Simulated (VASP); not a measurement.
# O2 in VASP: relaxation of the atoms with LDA

Aim: the relaxation of the atoms of O2 with LDA.

Program: VASP 6.6.1. These are calculated values, not measurements. Logs are shortened: lines on timing, memory, paths and dates and some standing lists are left out, and cuts for length are marked.

**1. The cell of the first run**

The cell holds a molecule in a box, 2 atoms: a = 9.000 Å, b = 9.500 Å, c = 10.000 Å, α = 90.00°, β = 90.00°, γ = 90.00°.

**2. Relaxation of the atoms, LDA, collinear spin, ferromagnetic start**

The input, INCAR:

```
SYSTEM = O
PREC     = Accurate       ! precision mode
ENCUT    = 520            ! plane-wave cutoff, eV
EDIFF    = 1E-7           ! SCF threshold, eV
ISMEAR   = 1              ! smearing method
SIGMA    = 0.05           ! smearing width, eV
LREAL    = .False.        ! projectors in reciprocal space
LASPH    = .True.         ! aspherical terms in the spheres
NELM     = 150            ! most SCF steps
ALGO     = Normal         ! electronic algorithm
ISIF     = 2              ! what is computed and relaxed
LWAVE    = .False.        ! write WAVECAR
LCHARG   = .False.        ! write CHGCAR
ISPIN    = 2              ! spin polarisation
MAGMOM   = 1 1            ! initial moments
LORBIT   = 11             ! projections on sites
GGA      = CA             ! functional
IBRION   = 2              ! ionic algorithm
NSW      = 80             ! ionic steps
EDIFFG   = -0.02          ! ionic threshold
```

The input, KPOINTS:

```
regular mesh
0
Gamma
  1 1 1
  0 0 0
```

The input, POSCAR:

```
O
1.0
    9.0000000000      0.0000000000      0.0000000000
    0.0000000000      9.5000000000      0.0000000000
    0.0000000000      0.0000000000     10.0000000000
O
2
Direct
    0.5000000000      0.5000000000      0.4385000000
    0.5000000000      0.5000000000      0.5615000000
```

Potentials or basis: VASP PAW LDA potentials, release 64 (O).

Command:

```console
$ cat potpaw_LDA.64/O/POTCAR > POTCAR
$ mpirun -np 1 vasp_gam > vasp.out
```

OUTCAR:

```text
SYSTEM = O
   PREC = Accurate
   ENCUT = 520
   EDIFF = 1E-7
   ISMEAR = 1
   LREAL = .False.
   LASPH = .True.
   NELM = 150
   ISIF = 2
   ISPIN = 2
   LORBIT = 11
   GGA = CA
   IBRION = 2
   NSW = 80
   EDIFFG = -0.02

 ion  position               nearest neighbor table
   1  0.500  0.500  0.438-   2 1.23
   2  0.500  0.500  0.562-   1 1.23

  LATTYP: Found a simple orthorhombic cell.
 ALAT       =     9.0000000000
 B/A-ratio  =     1.0555555556
 C/A-ratio  =     1.1111111111

  Lattice vectors:

 A1 = (   9.0000000000,   0.0000000000,   0.0000000000)
 A2 = (   0.0000000000,   9.5000000000,   0.0000000000)
 A3 = (   0.0000000000,   0.0000000000,  10.0000000000)

Analysis of symmetry for initial positions (statically):
=====================================================================
 Subroutine PRICEL returns:
 Original cell was already a primitive cell.

 Routine SETGRP: Setting up the symmetry group for a
 simple orthorhombic supercell.

 Subroutine GETGRP returns: Found  8 space group operations
 (whereof  8 operations were pure point group operations)
 out of a pool of  8 trial point group operations.

The static configuration has the point symmetry D_2h.

Analysis of symmetry for dynamics (positions and initial velocities):
=====================================================================
 Subroutine PRICEL returns:
 Original cell was already a primitive cell.

 Routine SETGRP: Setting up the symmetry group for a
 simple orthorhombic supercell.

 Subroutine GETGRP returns: Found  8 space group operations
 (whereof  8 operations were pure point group operations)
 out of a pool of  8 trial point group operations.

The dynamic configuration has the point symmetry D_2h.

Analysis of structural, dynamic, and magnetic symmetry:
=====================================================================
 Subroutine PRICEL returns:
 Original cell was already a primitive cell.

 Routine SETGRP: Setting up the symmetry group for a
 simple orthorhombic supercell.

 Subroutine GETGRP returns: Found  8 space group operations
 (whereof  8 operations were pure point group operations)
 out of a pool of  8 trial point group operations.

The overall configuration has the point symmetry D_2h.

 Subroutine INISYM returns: Found  8 space group operations
 (whereof  8 operations are pure point group operations),
 and found     1 'primitive' translations

----------------------------------------------------------------------------------------

                                     Primitive cell

  volume of cell :     855.0000

  direct lattice vectors                    reciprocal lattice vectors
     9.000000000  0.000000000  0.000000000     0.111111111  0.000000000  0.000000000
     0.000000000  9.500000000  0.000000000     0.000000000  0.105263158  0.000000000
     0.000000000  0.000000000 10.000000000     0.000000000  0.000000000  0.100000000

  length of vectors
     9.000000000  9.500000000 10.000000000     0.111111111  0.105263158  0.100000000

  position of ions in fractional coordinates (direct lattice)
     0.500000000  0.500000000  0.438500000
     0.500000000  0.500000000  0.561500000

  ion indices of the primitive-cell ions
   primitive index   ion index
                 1           1
                 2           2

----------------------------------------------------------------------------------------

 KPOINTS: regular mesh

Automatic generation of k-mesh.
 Grid dimensions read from file:
 generate k-points for:    1    1    1

 Generating k-lattice:

  Cartesian coordinates                     Fractional coordinates (reciprocal lattice)
     0.111111111  0.000000000  0.000000000     1.000000000  0.000000000  0.000000000
     0.000000000  0.105263158  0.000000000     0.000000000  1.000000000  0.000000000
     0.000000000  0.000000000  0.100000000     0.000000000  0.000000000  1.000000000

  Length of vectors
     0.111111111  0.105263158  0.100000000

  Shift w.r.t. Gamma in fractional coordinates (k-lattice)
     0.000000000  0.000000000  0.000000000

 Subroutine IBZKPT returns following result:
 ===========================================

 Found      1 irreducible k-points:

 Following reciprocal coordinates:
            Coordinates               Weight
  0.000000  0.000000  0.000000      1.000000
   k-points           NKPTS =      1   k-points in BZ     NKDIM =      1   number of bands    NBANDS=     11
   number of dos      NEDOS =    301   number of ions     NIONS =      2
   total plane-waves  NPLWV = 403200
   dimension x,y,z NGX =    70 NGY =   72 NGZ =   80
   dimension x,y,z NGXF=   140 NGYF=  144 NGZF=  160
   ions per type =               2
   NGX,Y,Z   is equivalent  to a cutoff of  12.93, 12.60, 13.30 a.u.
   NGXF,Y,Z  is equivalent  to a cutoff of  25.86, 25.20, 26.60 a.u.
 SYSTEM =  O
   PREC   = accura    normal or accurate (medium, high low for compatibility)
   ISTART =      0    job   : 0-new  1-cont  2-samecut
   ICHARG =      2    charge: 1-file 2-atom 10-const
   ISPIN  =      2    spin polarized calculation?
   LNONCOLLINEAR =      F non collinear calculations
   LSORBIT =      F    spin-orbit coupling
   LASPH  =      T    aspherical Exc in radial PAW
   ENCUT  =  520.0 eV  38.22 Ry    6.18 a.u.  16.73 17.66 18.59*2*pi/ulx,y,z
   NELM   =    150;   NELMIN=  2; NELMDL= -5     # of ELM steps
   EDIFF  = 0.1E-06   stopping-criterion for ELM
   LREAL  =      F    real-space projection
   EDIFFG = -.2E-01   stopping-criterion for IOM
   NSW    =     80    number of steps for IOM
   IBRION =      2    ionic relax: 0-MD 1-quasi-New 2-CG
   NFREE  =      1    steps in history (QN), initial steepest desc. (CG)
   ISIF   =      2    stress and relaxation
   ISYM   =      2    0-nonsym 1-usesym 2-fastsym
   POTIM  = 0.5000    time-step for ionic-motion
   TEBEG  =    0.0;   TEEND  =   0.0 temperature during run
   PSTRESS=    0.0 pullay stress
   NELECT =      12.0000    total number of electrons
   NUPDOWN=      -1.0000    fix difference up-down
   EMIN   =  10.00;   EMAX   =-10.00  energy-range for DOS
   EFERMI =   0.00;   METHOD = LEGACY
   ISMEAR =     1;   SIGMA  =   0.05  broadening in eV -4-tet -1-fermi 0-gaus
   EFERMI_NEDOS =   21; number of points for ismear=-14 and -15
   IALGO  =     38    algorithm
   IMIX   =      4    mixing-type and parameters
     AMIX     =   0.40;   BMIX     =  1.00
     AMIX_MAG =   1.60;   BMIX_MAG =  1.00
  volume/ion in A,a.u.               =     427.50      2884.91
  Fermi-wavevector in a.u.,A,eV,Ry     =   0.394893  0.746240  2.121703  0.155941
  Thomas-Fermi vector in A             =   1.339966
   LORBIT       =     11    0 simple, 1 ext, 2 COOP (PROOUT), +10 PAW based schemes
   GGA     = CA    functional components
   LHFCALC =     F    Hartree Fock is set to
   AEXX    =    0.0000 exact exchange contribution
   IVDW    =     0    specifies the selected vdW correction
   LEPSILON=     F    determine dielectric tensor
   LRPA    =     F    only Hartree local field effects (RPA)
 conjugate gradient relaxation of ions
 spin polarized calculation
 Methfessel and Paxton  Order N= 1 SIGMA  =   0.05
  energy-cutoff  :      520.00
  volume of cell :      855.00
 maximum number of plane-waves:     11510
 NGX is ok and might be reduce to    70
   NGX = 33   NGY = 35   NGZ = 37

--------------------------------------- Ionic step        1  -------------------------------------------

 number of electron      12.0000001 magnetization       2.0000001

 Free energy of the ion-electron system (eV)
  ---------------------------------------------------
  ext. energy  EPLUGINS =         0.00000000
  ---------------------------------------------------
  free energy    TOTEN  =       -10.47014178 eV

  energy without entropy =      -10.47304073  energy(sigma->0) =      -10.47110810

------------------------ aborting loop because EDIFF is reached ----------------------------------------

  FORCE on cell =-STRESS in cart. coord.  units (eV):
  Direction    XX          YY          ZZ          XY          YZ          ZX
  --------------------------------------------------------------------------------------
  -------------------------------------------------------------------------------------
  Total       -0.0645412     -0.0644948     -0.9053570      0.0000000      0.0000000      0.0000000
  in kB       -0.1209432     -0.1208562     -1.6965410      0.0000000      0.0000000      0.0000000
  external PRESSURE =      -0.6461134 kB  Pullay stress =       0.0000000 kB

 VOLUME and BASIS-vectors are now :
 -----------------------------------------------------------------------------
  energy-cutoff  :      520.00
  volume of cell :      855.00
      direct lattice vectors                 reciprocal lattice vectors
     9.000000000  0.000000000  0.000000000     0.111111111  0.000000000  0.000000000
     0.000000000  9.500000000  0.000000000     0.000000000  0.105263158  0.000000000
     0.000000000  0.000000000 10.000000000     0.000000000  0.000000000  0.100000000
[... 37 lines left out ...]
 POSITION                                       TOTAL-FORCE (eV/Angst)
 -----------------------------------------------------------------------------------
      4.50000      4.75000      4.41763         0.000000      0.000000     -5.426620
      4.50000      4.75000      5.58237         0.000000      0.000000      5.426620
 -----------------------------------------------------------------------------------
    total drift:                                0.000000      0.000000      0.000000

  FREE ENERGIE OF THE ION-ELECTRON SYSTEM (eV)
  ---------------------------------------------------
  free  energy   TOTEN  =       -10.3309916477 eV

  energy  without entropy=      -10.3338906005  energy(sigma->0) =      -10.33195797

--------------------------------------- Ionic step        3  -------------------------------------------

 number of electron      12.0000002 magnetization       2.0000001

 Free energy of the ion-electron system (eV)
  ---------------------------------------------------
  ext. energy  EPLUGINS =         0.00000000
  ---------------------------------------------------
  free energy    TOTEN  =       -10.47321794 eV

  energy without entropy =      -10.47611689  energy(sigma->0) =      -10.47418426

 E-fermi :  -6.8051     XC(G=0):  -0.6316

 val. band max:       -6.8472008980   @ k =   0.0000   0.0000   0.0000
 cond. band min:      -4.8818816598   @ k =   0.0000   0.0000   0.0000
 fundamental gap:      1.9653192381
 Fermi energy:        -6.8051109879

 spin component 1

 k-point     1 :       0.0000    0.0000    0.0000
  band No.  band energies     occupation
      1     -32.6867      1.00000
      2     -20.2012      1.00000
      3     -13.5840      1.00000
      4     -13.4523      1.00000
      5     -13.4523      1.00000
      6      -6.8472      1.00002
      7      -6.8472      0.99998
      8      -0.2366      0.00000
      9       0.9520      0.00000
     10       1.2732      0.00000
     11       1.3375      0.00000
 Fermi energy:        -6.8051109879

 spin component 2

 k-point     1 :       0.0000    0.0000    0.0000
  band No.  band energies     occupation
      1     -31.4598      1.00000
      2     -18.5786      1.00000
      3     -12.4968      1.00000
      4     -11.8062      1.00000
      5     -11.8062      1.00000
      6      -4.8819      0.00000
      7      -4.8819      0.00000
      8      -0.1922      0.00000
      9       1.0977      0.00000
     10       1.3080      0.00000
     11       1.3888      0.00000

------------------------ aborting loop because EDIFF is reached ----------------------------------------

  FORCE on cell =-STRESS in cart. coord.  units (eV):
  Direction    XX          YY          ZZ          XY          YZ          ZX
  --------------------------------------------------------------------------------------
  -------------------------------------------------------------------------------------
  Total       -0.0656012     -0.0655700     -0.0650158     -0.0000000      0.0000000      0.0000000
  in kB       -0.1229295     -0.1228710     -0.1218326     -0.0000000      0.0000000      0.0000000
  external PRESSURE =      -0.1225444 kB  Pullay stress =       0.0000000 kB
[... 10 lines left out ...]
 POSITION                                       TOTAL-FORCE (eV/Angst)
 -----------------------------------------------------------------------------------
      4.50000      4.75000      4.38955         0.000000      0.000000     -0.008721
      4.50000      4.75000      5.61045         0.000000      0.000000      0.008721
 -----------------------------------------------------------------------------------
    total drift:                                0.000000      0.000000      0.000000

  FREE ENERGIE OF THE ION-ELECTRON SYSTEM (eV)
  ---------------------------------------------------
  free  energy   TOTEN  =       -10.4732179388 eV

  energy  without entropy=      -10.4761168916  energy(sigma->0) =      -10.47418426

 reached required accuracy - stopping structural energy minimisation

 total charge

# of ion       s       p       d       tot
------------------------------------------
    1        1.602   3.289   0.000   4.890
    2        1.602   3.289   0.000   4.890
--------------------------------------------------
tot          3.203   6.578   0.000   9.781

 magnetization (x)

# of ion       s       p       d       tot
------------------------------------------
    1        0.008   0.799   0.000   0.806
    2        0.008   0.799   0.000   0.806
--------------------------------------------------
tot          0.016   1.597   0.000   1.613
```

Run time: 1.9 min. Hardware: 1 thread of Intel Xeon Platinum 8375C at 2.90GHz (Ice Lake), shared host; peak memory 0.63 GiB.

Results:

* Free energy: -10.4732 eV
* Energy gained by relaxing: 1.5 meV/atom
* Ionic steps: 3
* Largest force after relaxing: 0.009 eV/Å
* Gap between the frontier levels: 1.97 eV
* Net moment: 2.00 μB per cell
* Site moments: O +0.81 μB
* Valence electrons inside the program's atomic spheres: O 4.89

Forces on the atoms (eV/Å):
```
O    0.000  0.000 -0.009
O    0.000  0.000  0.009
```

Step by step:
```
step  energy change (eV)  largest force (eV/Å)  pressure (GPa)
   1              0.0000                0.6764           -0.06
   2              0.1392                5.4266            0.38
   3             -0.0031                0.0087           -0.01
```

Final structure:
```
CELL_PARAMETERS angstrom
9.00000 0.00000 0.00000
0.00000 9.50000 0.00000
0.00000 0.00000 10.00000
ATOMIC_POSITIONS crystal
O 0.50000 0.50000 0.43896
O 0.50000 0.50000 0.56104
```

Levels at points of the mesh, in eV from the valence-band top:
Spin up:
```tsv
k point	band 3	band 4	band 5	band 6	band 7	band 8	band 9	band 10	band 11
(0.00, 0.00, 0.00)	-6.74	-6.61	-6.61	0.00	0.00	6.61	7.80	8.12	8.18
```
Spin down:
| k point | band 2 | band 3 | band 4 | band 5 | band 6 | band 7 | band 8 | band 9 |
| --- | --- | --- | --- | --- | --- | --- | --- | --- |
| (0.00, 0.00, 0.00) | -11.73 | -5.65 | -4.96 | -4.96 | 1.97 | 1.97 | 6.66 | 7.94 |

Caveat: the standard files for N, O and F lose accuracy on very short bonds.
